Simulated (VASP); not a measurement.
Here is a VASP 6.6.1 calculation.

POSCAR

```
GaN
1.0
   -0.0906511258      2.1232898730      2.1232898730
    2.1232898730     -0.0906511258      2.1232898730
    2.1232898730      2.1232898730     -0.0906511258
Ga N
1 1
Direct
    0.0000000000      0.0000000000      0.0000000000
    0.5000000000      0.5000000000      0.5000000000
```

File INCAR.step1:

```
SYSTEM = GaN
PREC = Accurate ; ENCUT = 520
ISMEAR = -1 ; SIGMA = 0.02
LREAL = .FALSE. ; LASPH = .TRUE.
NELM = 80 ; NBANDS = 16
GGA = PE ; ALGO = Normal
EDIFF = 1E-4 ; LWAVE = .TRUE.
LCHARG = .FALSE.
```

Contents of INCAR.step2:

```
SYSTEM = GaN
PREC = Accurate ; ENCUT = 520
EDIFF = 1E-7 ; ISMEAR = -1
SIGMA = 0.02 ; LREAL = .FALSE.
LASPH = .TRUE. ; NELM = 80
ALGO = Normal ; ISIF = 2
LWAVE = .FALSE. ; LCHARG = .FALSE.
METAGGA = R2SCAN ; LMIXTAU = .TRUE.
NBANDS = 16 ; ISTART = 1
```

Contents of KPOINTS:

```
regular mesh
0
G
  10 10 10
  0 0 0
```

Potentials or basis: VASP PAW PBE potentials, release 64 (Ga_d, N).

Run with:

```sh
$ cat potpaw_PBE.64/Ga_d/POTCAR potpaw_PBE.64/N/POTCAR > POTCAR
$ cp INCAR.step1 INCAR
$ mpirun -np 1 vasp_std > vasp.out
$ cp INCAR.step2 INCAR
$ mpirun -np 1 vasp_std > vasp.out
```

(1) Predict the pressure.

(2) Estimate the band gap on the k mesh.

Results:

(1) -15.8 GPa.

(2) 0.39 eV, indirect (least direct gap 1.77 eV).

Caveat: the cell differs from its parent crystal (epitaxial 111 strain +5.0%); the PAW data sets were made with another functional, which shifts forces and pressure a little.
